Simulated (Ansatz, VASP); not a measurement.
# CuO: VASP beside Ansatz

INCAR

```
SYSTEM = CuO
PREC     = Accurate       ! precision mode
ENCUT    = 520            ! plane-wave cutoff, eV
EDIFF    = 1E-6           ! SCF threshold, eV
ISMEAR   = -1             ! smearing method
SIGMA    = 0.05           ! smearing width, eV
LREAL    = .FALSE.        ! projectors in reciprocal space
LASPH    = .TRUE.         ! aspherical terms in the spheres
NELM     = 80             ! most SCF steps
ALGO     = Normal         ! electronic algorithm
ISIF     = 2              ! what is computed and relaxed
LWAVE    = .FALSE.        ! write WAVECAR
LCHARG   = .FALSE.        ! write CHGCAR
NBANDS   = 25             ! bands
```

File KPOINTS:

```
regular mesh
0
G
  10 10 5
  0 0 0
```

File POSCAR:

```
CuO
1.0
    2.3418500000     -1.7113000000      0.0000000000
    2.3418500000      1.7113000000      0.0000000000
   -0.8500274268      0.0000000000      5.0578693947
Cu O
2 2
Direct
    0.5000000000      0.0000000000      0.5000000000
    0.0000000000      0.5000000000      0.0000000000
    0.4184000000      0.5816000000      0.7500000000
    0.5816000000      0.4184000000      0.2500000000
```

Contents of input.yaml:

```yaml
crystal:
  lattice:
    - [2.34185, -1.7113, 0.0]
    - [2.34185, 1.7113, 0.0]
    - [-0.8500274268, 0.0, 5.0578693947]
  atoms:
    - { symbol: Cu, position: [0.5, 0.0, 0.5] }
    - { symbol: Cu, position: [0.0, 0.5, 0.0] }
    - { symbol: O, position: [0.4184, 0.5816, 0.75] }
    - { symbol: O, position: [0.5816, 0.4184, 0.25] }
kpoints:
  mp_grid: { grid: [10, 10, 5] }
  band_path:
    path:
      - [0.0, 0.0, 0.0]
      - [-0.5, -0.5, 0.0]
      - [-0.5247847702, -0.5247847702, 0.3275098836]
      - [-0.5, -0.5, 0.5]
      - [-0.6335075857, -0.3664924143, 0.5]
    npoints: 10
scf:
  occupations: { method: fermi_dirac, width: 0.05 }
hamiltonian:
  xc: lda
  pseudopotentials: { kind: all_electron, lapw: { basis_error: 0.002 } }
output:
  forces: true
  stress: true
  eigenvalues: true
```

Alike in both runs: functional LDA; k mesh 10 × 10 × 5; occupations fermi-dirac, width 0.05 eV; no spin polarisation.

|  | VASP | Ansatz |
| --- | --- | --- |
| version | VASP 6.6.1 | Ansatz 0.2.0 |
| potentials or method | VASP PAW LDA potentials, release 64 (Cu, O), cutoff 520 eV | all-electron LAPW, scalar-relativistic |
| task | single point | band structure |

Ansatz gave:

```
gap on the k mesh at the Fermi level (eV)                     : none
pressure (GPa)                                                : -9.5
traceless stress, the component that is largest in VASP (GPa) : 3.88
rms of the force components (eV/Å)                            : 0.190
```

Estimate VASP's values.

gap on the k mesh at the Fermi level (eV): none; pressure (GPa): -8.7; traceless stress, the component that is largest in VASP (GPa): 3.57; rms of the force components (eV/Å): 0.174.

LDA's correlation is that of Perdew and Zunger in VASP and of Perdew and Wang (1992) in Ansatz. Atom by atom the forces differ by 0.016 eV/Å (rms over components). A gap of «none» marks a metal or a gap that the smearing closes. Ansatz ran all-electron here, and VASP with PAW potentials.
